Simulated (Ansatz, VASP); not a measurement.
**As in VASP and in Ansatz**

```
CELL_PARAMETERS angstrom
3.49700 0.00000 0.00000
-1.74850 3.02849 0.00000
0.00000 0.00000 28.00000
ATOMIC_POSITIONS crystal
As 0.33333 0.66667 0.53193
As 0.66667 0.33333 0.46807
```

Alike in both runs: task single point; functional PBE; k mesh 9 × 9 × 1; occupations gaussian, width 0.02 eV; no spin polarisation.

|  | VASP | Ansatz |
| --- | --- | --- |
| version | VASP 6.6.1 | Ansatz 0.2.0 |
| potentials or method | VASP PAW PBE potentials, release 64 (As), cutoff 520 eV | scalar-relativistic, plane waves, PAW |
| valence electrons in the cell | 10 | 30 |

|  | VASP | Ansatz | Ansatz less VASP |
| --- | --- | --- | --- |
| gap on the k mesh at the Fermi level (eV) | none | none | - |
| rms of the force components (eV/Å) | 1.534 | 1.546 | +0.0120 |

Atom by atom the forces differ by 0.012 eV/Å (rms over components). A gap of «none» marks a metal or a gap that the smearing closes. VASP's potentials hold 10 valence electrons a cell and Ansatz's 30, so a difference there can come from the potentials and not from the codes.
